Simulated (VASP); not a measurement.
# SnTe (P1) in VASP: notebook, part 2 of 2

VASP 6.6.1. Earlier steps stand in the parts before.

## 4. Single point, PBEsol

This run uses another cell than the first one, of 46.86 Å³/atom.

File INCAR:

```
PREC = Accurate
ENCUT = 520
EDIFF = 1E-7
ISMEAR = -1
SIGMA = 0.02
LREAL = F
LASPH = T
NELM = 60
ALGO = Normal
ISIF = 2
LWAVE = F
LCHARG = F
GGA = PS
NBANDS = 17
```

File KPOINTS:

```
regular mesh
0
Gamma
  4 4 4
```

File POSCAR:

```
SnTe
1.0
    0.0000000000      3.6051213577      3.6051213577
    3.6051213577      0.0000000000      3.6051213577
    3.6051213577      3.6051213577      0.0000000000
Sn Te
1 1
Direct
    0.0195700000      0.9812100000      0.9875900000
    0.7487800000      0.7407700000      0.7618300000
```

Launch:

```console
> cat potpaw_PBE.64/Sn_d/POTCAR potpaw_PBE.64/Te/POTCAR > POTCAR
> mpirun -np 1 vasp_std > vasp.out
```

Wall time 1.8 min (1 thread of Intel Xeon 8259CL, shared host); peak memory 0.27 GiB.

The run converged. Its results:

| Quantity | Value |
| --- | --- |
| Free energy | -7.5985 eV |
| Pressure | -1.5 GPa |
| Largest force | 0.308 eV/Å |

Forces in eV/Å, atoms in the order of the input:
```
Sn   0.292  0.012 -0.096
Te  -0.292 -0.012  0.096
```

Stress tensor (GPa, compression positive):
```
-1.43 -0.19  0.05
-0.19 -1.48  0.60
 0.05  0.60 -1.47
```

Levels at points of the mesh, in eV from the Fermi level:
| k point | band 8 | band 9 | band 10 | band 11 | band 12 | band 13 |
| --- | --- | --- | --- | --- | --- | --- |
| (0.00, 0.00, 0.00) | -2.27 | -2.00 | -1.75 | 0.75 | 0.93 | 1.17 |
| (0.50, 0.00, 0.00) | -2.64 | -2.35 | -1.97 | 1.55 | 2.04 | 3.45 |
| (0.00, 0.50, 0.00) | -2.76 | -2.35 | -2.18 | 1.40 | 2.06 | 3.27 |
| (0.00, 0.00, 0.50) | -2.73 | -2.45 | -2.30 | 1.48 | 1.91 | 3.20 |
| (0.50, 0.50, 0.50) | -2.69 | -2.32 | -2.02 | 1.47 | 2.09 | 3.40 |
| (0.50, 0.50, 0.00) | -3.23 | -3.14 | -0.77 | 0.00 | 3.79 | 3.91 |
| (0.00, 0.50, 0.50) | -3.34 | -3.07 | -0.84 | 0.08 | 3.67 | 4.04 |
| (0.50, 0.00, 0.50) | -3.21 | -3.16 | -0.76 | -0.01 | 3.83 | 3.86 |

Caveat: the k points lie up to 0.38 Å⁻¹ apart; the PAW data sets were made with another functional, which shifts forces and pressure a little; spin-orbit coupling is left out, which moves the levels of the heavy elements.

## 5. Single point, PBEsol

This run uses another cell than the first one, of 47.33 Å³/atom.

File INCAR:

```
SYSTEM = SnTe
PREC = Accurate
ENCUT = 520
EDIFF = 1E-7
ISMEAR = -1
SIGMA = 0.02
LREAL = .False.
LASPH = .True.
NELM = 80
ALGO = Normal
ISIF = 2
LWAVE = .False.
LCHARG = .False.
GGA = PS
NBANDS = 17
```

File KPOINTS:

```
Automatic mesh
0
Gamma
  4 4 4
  0 0 0
```

File POSCAR:

```
SnTe
1.0
    0.0000000000      3.6171585801      3.6171585801
    3.6171585801      0.0000000000      3.6171585801
    3.6171585801      3.6171585801      0.0000000000
Sn Te
1 1
Direct
    0.0195700000      0.9812100000      0.9875900000
    0.7487800000      0.7407700000      0.7618300000
```

Potentials or basis: VASP PAW PBE potentials, release 64 (Sn_d, Te).

Launch:

```console
> cat potpaw_PBE.64/Sn_d/POTCAR potpaw_PBE.64/Te/POTCAR > POTCAR
> mpirun -np 1 vasp_std > vasp.out
```

OUTCAR:

```text
SYSTEM = SnTe
   PREC = Accurate
   ENCUT = 520
   EDIFF = 1E-7
   ISMEAR = -1
   LREAL = .False.
   LASPH = .True.
   NELM = 80
   ISIF = 2
   GGA = PS

 ion  position               nearest neighbor table
   1  0.020  0.981  0.988-   2 3.05   2 3.08   2 3.17   2 3.23
   2  0.749  0.741  0.762-   1 3.05   1 3.08   1 3.17   1 3.23

  LATTYP: Found a face centered cubic cell.
 ALAT       =     7.2343171602

  Lattice vectors:

 A1 = (   0.0000000000,   3.6171585801,   3.6171585801)
[... 191 lines left out ...]
      6      -8.5586      2.00000
[... 457 lines left out ...]
      4     -18.7065      2.00000
      5     -18.7029      2.00000
      6      -7.9019      2.00000
[... 9 lines left out ...]
     16       9.9470      0.00000
     17      10.9468      0.00000

 [... further k-points ...]
[... 5 lines left out ...]
  --------------------------------------------------------------------------------------
  -------------------------------------------------------------------------------------
  Total       -0.9406847     -0.9542056     -0.9475720     -0.1058734      0.3301591      0.0284636
  in kB      -15.9228949    -16.1517614    -16.0394755     -1.7921107      5.5885760      0.4818004
  external PRESSURE =     -16.0380439 kB  Pullay stress =       0.0000000 kB

 VOLUME and BASIS-vectors are now :
 -----------------------------------------------------------------------------
  energy-cutoff  :      520.00
  volume of cell :       94.65
      direct lattice vectors                 reciprocal lattice vectors
     0.000000000  3.617158580  3.617158580    -0.138230047  0.138230047  0.138230047
     3.617158580  0.000000000  3.617158580     0.138230047 -0.138230047  0.138230047
     3.617158580  3.617158580  0.000000000     0.138230047  0.138230047 -0.138230047

 POSITION                                       TOTAL-FORCE (eV/Angst)
 -----------------------------------------------------------------------------------
      7.12146      3.64306      3.61998         0.285145      0.011299     -0.091109
      5.43514      5.46412      5.38794        -0.285145     -0.011299      0.091109
 -----------------------------------------------------------------------------------
    total drift:                                0.000187      0.000048     -0.000025

  FREE ENERGIE OF THE ION-ELECTRON SYSTEM (eV)
  ---------------------------------------------------
  free  energy   TOTEN  =        -7.5896195386 eV

  energy  without entropy=       -7.5874229448  energy(sigma->0) =       -7.58852124
```

OSZICAR:

```text
N       E                     dE             d eps       ncg     rms          rms(c)
DAV:   1     0.120563417425E+03    0.12056E+03   -0.91669E+03  1225   0.119E+03
DAV:   2     0.445905052988E+01   -0.11610E+03   -0.11333E+03  1264   0.295E+02
DAV:   3    -0.736642108755E+01   -0.11825E+02   -0.11723E+02  1582   0.908E+01
DAV:   4    -0.772664723943E+01   -0.36023E+00   -0.36000E+00  1423   0.166E+01
DAV:   5    -0.774110937699E+01   -0.14462E-01   -0.14462E-01  1824   0.314E+00    0.442E+00
DAV:   6    -0.759354513679E+01    0.14756E+00   -0.38619E-01  1615   0.320E+00    0.291E+00
DAV:   7    -0.758972518527E+01    0.38200E-02   -0.72422E-02  1342   0.106E+00    0.114E+00
DAV:   8    -0.759000682868E+01   -0.28164E-03   -0.17441E-02  1435   0.774E-01    0.236E-01
DAV:   9    -0.758958429832E+01    0.42253E-03   -0.93106E-03  1506   0.498E-01    0.986E-02
DAV:  10    -0.758948468357E+01    0.99615E-04   -0.17875E-03  1426   0.237E-01    0.747E-02
DAV:  11    -0.758963574185E+01   -0.15106E-03   -0.29711E-04  1307   0.787E-02    0.353E-02
DAV:  12    -0.758961697846E+01    0.18763E-04   -0.97825E-05  1356   0.404E-02    0.145E-02
DAV:  13    -0.758961950712E+01   -0.25287E-05   -0.10183E-05  1362   0.150E-02    0.115E-02
DAV:  14    -0.758961953864E+01   -0.31525E-07   -0.28901E-07  1644   0.364E-03
   1 F= -.75896195E+01 E0= -.75885212E+01  d E =-.219659E-02
```

stdout:

```text
POSCAR found type information on POSCAR SnTe
 POSCAR found :  2 types and       2 ions
 scaLAPACK will be used
 -----------------------------------------------------------------------------
|                                                                             |
|                                                                             |
|     You enforced a specific xc type in the INCAR file but a different       |
|     I HOPE YOU KNOW WHAT YOU ARE DOING!                                     |
|                                                                             |
 -----------------------------------------------------------------------------

 LDA part: xc-table for (Slater+PW92), standard interpolation
 POSCAR, INCAR and KPOINTS ok, starting setup
 FFT: planning ... GRIDC
 FFT: planning ... GRID_SOFT
 FFT: planning ... GRID
 WAVECAR not read
 entering main loop
```

Wall time 1.7 min (1 thread of Intel Xeon 8259CL, shared host); peak memory 0.26 GiB.

Results:

```yaml
Free_energy: -7.5896 eV
Pressure: -1.6 GPa
Largest_force: 0.300 eV/Å
Band_gap_on_the_k_mesh: 0.05 eV (least direct gap 0.76 eV)
```

Forces in eV/Å, atoms in the order of the input:
```
Sn   0.285  0.011 -0.091
Te  -0.285 -0.011  0.091
```

Stress tensor (GPa, compression positive):
```
-1.59 -0.18  0.05
-0.18 -1.62  0.56
 0.05  0.56 -1.60
```

Caveat: the PAW data sets were made with another functional, which shifts forces and pressure a little; spin-orbit coupling is left out, which moves the levels of the heavy elements. A k mesh can miss the band edges.

## 6. The runs side by side

```csv
cell,gap on the mesh (eV),pressure (GPa),largest force (eV/Å)
"a = 5.107 Å, angles 60.0°, 2 atoms, atomic positions A",0.04,-1.5,0.30
"a = 5.107 Å, angles 60.0°, 2 atoms, atomic positions B",-,-1.5,0.31
"a = 5.098 Å, angles 60.0°, 2 atoms, atomic positions C",-,-1.5,0.31
"a = 5.115 Å, angles 60.0°, 2 atoms, atomic positions C",0.05,-1.6,0.30
```

Alike in all rows: task single point; level PBEsol; potentials or basis VASP PAW PBE potentials, release 64 (Sn_d, Te); no spin polarisation; k mesh 4 × 4 × 4; cutoff (eV) 520; smearing fermi-dirac 0.02 eV.

Caveats: some runs use coarse meshes; the PAW data sets were made with another functional, which shifts forces and pressure a little; spin-orbit coupling is left out, which moves the levels of the heavy elements.

Absolute energies hang on the potentials; compare differences alone.
